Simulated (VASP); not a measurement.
A run of VASP 6.6.1:

The input INCAR:

```
SYSTEM = Zn3CdF4
PREC     = Accurate       ! precision mode
ENCUT    = 600            ! plane-wave cutoff, eV
EDIFF    = 1E-7           ! SCF threshold, eV
ISMEAR   = 0              ! smearing method
SIGMA    = 0.1            ! smearing width, eV
LREAL    = .False.        ! projectors in reciprocal space
LASPH    = .True.         ! aspherical terms in the spheres
NELM     = 100            ! most SCF steps
ALGO     = Normal         ! electronic algorithm
ISIF     = 3              ! what is computed and relaxed
LWAVE    = .False.        ! write WAVECAR
LCHARG   = .False.        ! write CHGCAR
GGA      = PE             ! functional
IBRION   = 2              ! ionic algorithm
NSW      = 100            ! ionic steps
EDIFFG   = -0.01          ! ionic threshold
```

KPOINTS

```
Automatic mesh
0
Gamma
  8 8 8
  0 0 0
```

POSCAR

```
Zn3CdF4
1.0
    4.9578170127      0.0000000000      0.0000000000
    0.0000000000      4.9578170127      0.0000000000
    0.0000000000      0.0000000000      4.9578170127
Zn Cd F
3 1 4
Direct
    0.5000000000      0.5000000000      0.0000000000
    0.5000000000      0.0000000000      0.5000000000
    0.0000000000      0.5000000000      0.5000000000
    0.0000000000      0.0000000000      0.0000000000
    0.5000000000      0.5000000000      0.5000000000
    0.0000000000      0.0000000000      0.5000000000
    0.0000000000      0.5000000000      0.0000000000
    0.5000000000      0.0000000000      0.0000000000
```

Potentials or basis: VASP PAW PBE potentials, release 64 (Zn, Cd, F).

Launch:

```bash
$ cat potpaw_PBE.64/Zn/POTCAR potpaw_PBE.64/Cd/POTCAR potpaw_PBE.64/F/POTCAR > POTCAR
$ mpirun -np 1 vasp_std > vasp.out
```

Hardware: 1 thread of Intel Xeon 8259CL, with other jobs on the host.

Q: How long does it take, and how much memory?

A: Wall time 8.3 min on 1 thread of Intel Xeon 8259CL, with other jobs on the host, peak memory 0.39 GiB. Counts: scf iterations 27, k points 35, ion steps 2.
